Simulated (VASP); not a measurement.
A run of VASP 6.6.1 is set up as follows.

The input INCAR:

```
SYSTEM = TaF3
ALGO = Normal ; EDIFF = 1E-7
ENCUT = 520 ; GGA = PE
ISIF = 2 ; ISMEAR = -1
LASPH = .True. ; LCHARG = .False.
LREAL = .False. ; LWAVE = .False.
NBANDS = 24 ; NELM = 80
PREC = Accurate ; SIGMA = 0.1
```

File KPOINTS:

```
k-points
0
Gamma
  5 5 5
  0 0 0
```

Contents of POSCAR:

```
TaF3
1.0
    4.1251163455      0.0000000000      0.0000000000
    0.0000000000      4.1251163455      0.0000000000
    0.0000000000      0.0000000000      4.1251163455
Ta F
1 3
Direct
    0.0000000000      0.0000000000      0.0000000000
    0.5000000000      0.0000000000      0.0000000000
    0.0000000000      0.5000000000      0.0000000000
    0.0000000000      0.0000000000      0.5000000000
```

Potentials or basis: VASP PAW PBE potentials, release 64 (Ta_pv, F).

Command:

```sh
$ cat potpaw_PBE.64/Ta_pv/POTCAR potpaw_PBE.64/F/POTCAR > POTCAR
$ mpirun -np 1 vasp_std > vasp.out
```

(1) Predict the band gap on the k mesh.

(2) Predict the pressure.

Results:

(1) zero (band 16 reaches 4.30 eV, above the bottom of band 17 at 2.34 eV).

(2) 0.1 GPa.

Caveat: spin-orbit coupling is left out, which moves the levels of the heavy elements.
